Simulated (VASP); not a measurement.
Wanted: the native input for a VASP 6.6.1 run.

- Task: single point
- Functional: PBE
- Dispersion: D3(BJ)
- Potentials or basis: VASP PAW PBE potentials, release 64 (In_d, Sb)
- Cutoff: 520 eV
- k mesh: 8 × 8 × 8
- Occupations: gaussian, width 0.15 eV
- Spin: no spin polarisation
- Dipole correction: no
- Further INCAR settings: ALGO = Normal; EDIFF = 1e-07; NBANDS = 38

The structure of InSb3 lies in POSCAR:

```
InSb3
1.0
   -4.7334824492      4.7334824492      0.0000000000
    0.0000000000      4.7334824492     -4.7334824492
   -4.7334824492      0.0000000000     -4.7334824492
In Sb
2 6
Direct
    0.5000000000      0.5000000000      0.5000000000
    0.0000000000      0.0000000000      0.0000000000
    0.0000000000      0.0000000000      0.5000000000
    0.5000000000      0.5000000000      0.0000000000
    0.0000000000      0.5000000000      0.0000000000
    0.5000000000      0.0000000000      0.5000000000
    0.0000000000      0.5000000000      0.5000000000
    0.5000000000      0.0000000000      0.0000000000
```

One way to write it, as run:

INCAR

```
  PREC = Accurate
  ENCUT = 520
  EDIFF = 1E-7
  ISMEAR = 0
  SIGMA = 0.15
  LREAL = False
  LASPH = True
  NELM = 100
  ALGO = Normal
  ISIF = 2
  LWAVE = False
  LCHARG = False
  GGA = PE
  IVDW = 12
  NBANDS = 38
```

KPOINTS

```
regular mesh
0
Gamma
  8 8 8
```

Potentials or basis: VASP PAW PBE potentials, release 64 (In_d, Sb).

Command:

```bash
$ cat potpaw_PBE.64/In_d/POTCAR potpaw_PBE.64/Sb/POTCAR > POTCAR
$ mpirun -np 1 vasp_std > vasp.out
```

Results of the run:

| Item | Value |
| --- | --- |
| Pressure | -0.1 GPa |
| Band gap on the k mesh | zero (bands 28 and 29 overlap by 1.72 eV) |
| Dispersion energy per atom | -0.478 eV |

Caveat: spin-orbit coupling is left out, which moves the levels of the heavy elements.

Run time: 9.1 min on 1 thread of AMD EPYC 7571, with other jobs on the host, peak memory 0.43 GiB.
